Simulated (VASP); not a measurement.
Runs of VASP 6.6.1 on Fe3Co. The structure is that of space group P4/mmm (No. 123), or close to it. The cells are those of the table. 

```csv
cell,further INCAR settings,gap on the mesh (eV),pressure (GPa)
"a = 4.153, b = 4.153, c = 2.919 Å, 4 atoms",ALGO = Fast; EDIFF = 1e-06; NBANDS = 24,none,-38.6
"a = 4.024, b = 4.024, c = 2.828 Å, 4 atoms",ALGO = Fast; EDIFF = 1e-07; NBANDS = 24,none,-27.6
"a = 3.969, b = 3.969, c = 2.789 Å, 4 atoms",ALGO = Fast; EDIFF = 1e-06; NBANDS = 24,none,(a)
"a = 3.913, b = 3.913, c = 2.750 Å, 4 atoms",ALGO = Fast; EDIFF = 1e-06; NBANDS = 24,none,-11.5
"a = 4.024, b = 4.024, c = 2.828 Å, 4 atoms",ALGO = Fast; EDIFF = 1e-06; NBANDS = 24,none,-27.4
"a = 4.252, b = 4.252, c = 2.988 Å, 4 atoms",ALGO = Fast; EDIFF = 1e-07; NBANDS = 24,none,(b)
"a = 3.735, b = 3.735, c = 2.625 Å, 4 atoms",ALGO = Fast; EDIFF = 1e-06; NBANDS = 24,none,35.2
"a = 4.077, b = 4.077, c = 2.865 Å, 4 atoms",ALGO = Fast; EDIFF = 1e-06; NBANDS = 24,none,-32.9
```

Alike in all rows: task single point; level PBEsol; potentials or basis VASP PAW PBE potentials, release 64 (Fe, Co); no spin polarisation; k mesh 10 × 10 × 14; cutoff (eV) 520; smearing gaussian 0.1 eV.

Problem. Estimate the missing entries.

Solution. (a) -20.6; (b) -42.9.

Caveats: the PAW data sets were made with another functional, which shifts forces and pressure a little; the run has no spin polarisation, though such a crystal can be magnetic.

A gap of «none» marks levels without a gap at the run's occupations.
